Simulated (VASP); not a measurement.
Input of a VASP 6.6.1 run:

File INCAR:

```
  PREC = Accurate
  ENCUT = 520
  EDIFF = 1E-6
  ISMEAR = -1
  SIGMA = 0.02
  LREAL = F
  LASPH = T
  NELM = 100
  ALGO = Normal
  ISIF = 2
  LWAVE = F
  LCHARG = F
  GGA = PE
  NBANDS = 21
```

KPOINTS

```
regular mesh
0
Gamma
  8 8 8
```

Contents of POSCAR:

```
Ge
1.0
    0.0000000000      2.9259513404      2.9259513404
    2.9259513404      0.0000000000      2.9259513404
    2.9259513404      2.9259513404      0.0000000000
Ge
2
Direct
    0.0000000000      0.0000000000      0.0000000000
    0.2500000000      0.2500000000      0.2500000000
```

Potentials or basis: VASP PAW PBE potentials, release 64 (Ge_d).

Run with:

```sh
$ cat potpaw_PBE.64/Ge_d/POTCAR > POTCAR
$ mpirun -np 1 vasp_std > vasp.out
```

Problem. What does it give for the pressure?

Solution. -2.5 GPa.

Problem. What does it give for the band gap on the k mesh?

Solution. Zero (bands 14 and 15 overlap by 0.10 eV).

Caveat: the cell differs from its parent crystal (strain +3.1%); semilocal functionals underestimate gaps, so a narrow gap can read as zero.
